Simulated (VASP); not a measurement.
Set up this calculation in VASP 6.6.1, as the native input.

| Quantity | Value |
| --- | --- |
| Task | single point |
| Functional | revPBE |
| Potentials or basis | VASP PAW PBE potentials, release 64 (Hf_pv) |
| Cutoff | 520 eV |
| k mesh | 14 × 14 × 14 |
| Occupations | fermi-dirac, width 0.1 eV |
| Spin | no spin polarisation |
| Dipole correction | no |
| Further INCAR settings | ALGO = Normal; EDIFF = 1e-06; NBANDS = 11 |

The structure of Hf lies in POSCAR:

```
Hf
1.0
    0.0000000000      2.2886458527      2.2886458527
    2.2886458527      0.0000000000      2.2886458527
    2.2886458527      2.2886458527      0.0000000000
Hf
1
Direct
    0.0000000000      0.0000000000      0.0000000000
```

This cell differs from its parent crystal: volume scaled by 1.04.

The input as run:

INCAR

```
PREC     = Accurate       # precision mode
ENCUT    = 520            # plane-wave cutoff, eV
EDIFF    = 1E-6           # SCF threshold, eV
ISMEAR   = -1             # smearing method
SIGMA    = 0.1            # smearing width, eV
LREAL    = F              # projectors in reciprocal space
LASPH    = T              # aspherical terms in the spheres
NELM     = 80             # most SCF steps
ALGO     = Normal         # electronic algorithm
ISIF     = 2              # what is computed and relaxed
LWAVE    = F              # write WAVECAR
LCHARG   = T              # write CHGCAR
GGA      = RE             # functional
LELF     = T              # ELF
LVHAR    = T            
NBANDS   = 11             # bands
```

KPOINTS

```
regular mesh
0
Gamma
  14 14 14
```

Potentials or basis: VASP PAW PBE potentials, release 64 (Hf_pv).

Run with:

```console
$ cat potpaw_PBE.64/Hf_pv/POTCAR > POTCAR
$ mpirun -np 1 vasp_std > vasp.out
```

Results of the run:

```yaml
Pressure: -4.0 GPa
Band_gap_on_the_k_mesh: zero (band 5 reaches 5.73 eV, above the bottom of band 6 at 3.80 eV)
```

Caveat: the PAW data sets were made with another functional, which shifts forces and pressure a little; spin-orbit coupling is left out, which moves the levels of the heavy elements.

It took 28 s on 1 thread of Intel Xeon 6975P-C (shared host), peak memory 0.15 GiB.
